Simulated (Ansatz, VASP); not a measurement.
**YTe in VASP and in Ansatz**

```
Y Te
1.0
     0.00000    3.04750    3.07797
     3.04750    0.00000    3.07797
     3.04750    3.04750    0.00000
Y Te
1 1
Direct
  0.00000 0.00000 0.00000
  0.50000 0.50000 0.50000
```

Change from the starting cell: zz strain of +1 %, crystal datasets.

Alike in both runs: task electric field gradients; functional PBEsol; k mesh 12 × 12 × 12; occupations fermi-dirac, width 0.05 eV; no spin polarisation.

|  | VASP | Ansatz |
| --- | --- | --- |
| version | VASP 6.6.1 | Ansatz 0.2.0 |
| potentials or method | VASP PAW PBE potentials, release 64 (Y_sv, Te), cutoff 520 eV | all-electron PAW with datasets made for the crystal, scalar-relativistic |

|  | VASP | Ansatz | Ansatz less VASP |
| --- | --- | --- | --- |
| pressure (GPa) | -1.1 | -1.1 | -0.04 |
| traceless stress, the component that is largest in VASP (GPa) | -1.03 | -1.03 | +0.001 |
| size of Vzz on the site where it differs most (V/Å²) | 7.7 | 8.4 | +0.70 |

VASP's potentials were made for PBE, not for PBEsol. Ansatz ran all-electron here, and VASP with PAW potentials.

Neither program's run includes spin-orbit coupling.
